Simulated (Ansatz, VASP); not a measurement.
## Two plane-wave programs on TaN

INCAR

```
  ALGO = Normal
  EDIFF = 1E-7
  ENCUT = 520
  GGA = PE
  ISIF = 2
  ISMEAR = -1
  LASPH = True
  LCHARG = False
  LREAL = False
  LWAVE = False
  NBANDS = 15
  NELM = 60
  PREC = Accurate
  SIGMA = 0.05
```

File KPOINTS:

```
k-points
0
Gamma
  6 6 6
```

File POSCAR:

```
TaN
1.0
    0.0000000000      2.2113230000      2.2113230000
    2.2113230000      0.0000000000      2.2113230000
    2.2113230000      2.2113230000      0.0000000000
Ta N
1 1
Direct
    0.5000000000      0.5000000000      0.5000000000
    0.0000000000      0.0000000000      0.0000000000
```

input.yaml

```yaml
crystal:
  lattice:
    - [0.0, 2.211323, 2.211323]
    - [2.211323, 0.0, 2.211323]
    - [2.211323, 2.211323, 0.0]
  atoms:
    - { symbol: Ta, position: [0.5, 0.5, 0.5] }
    - { symbol: "N", position: [0.0, 0.0, 0.0] }
hamiltonian:
  xc: pbe
  pseudopotentials: { kind: paw }
kpoints:
  mp_grid: { grid: [6, 6, 6] }
scf:
  occupations: { method: fermi_dirac, width: 0.05 }
output:
  forces: true
  stress: true
  eigenvalues: true
```

Alike in both runs: task single point; functional PBE; k mesh 6 × 6 × 6; occupations fermi-dirac, width 0.05 eV; no spin polarisation.

```csv
,VASP,Ansatz
version,VASP 6.6.1,Ansatz 0.2.0
potentials or method,"VASP PAW PBE potentials, release 64 (Ta_pv, N)",Ansatz PAW
plane-wave cutoff (eV),520,420
valence electrons in the cell,16,18
```

Ansatz gave:

| Item | Value |
| --- | --- |
| gap on the k mesh at the Fermi level (eV) | none |
| pressure (GPa) | -0.8 |

Problem. Estimate VASP's values.

Solution. gap on the k mesh at the Fermi level (eV): none; pressure (GPa): 0.0.

A gap of «none» marks a metal or a gap that the smearing closes. VASP's potentials hold 16 valence electrons a cell and Ansatz's 18, so a difference there can come from the potentials and not from the codes.

The k mesh is coarse, so the values compare programs but aren't converged. Neither program's run includes spin-orbit coupling.
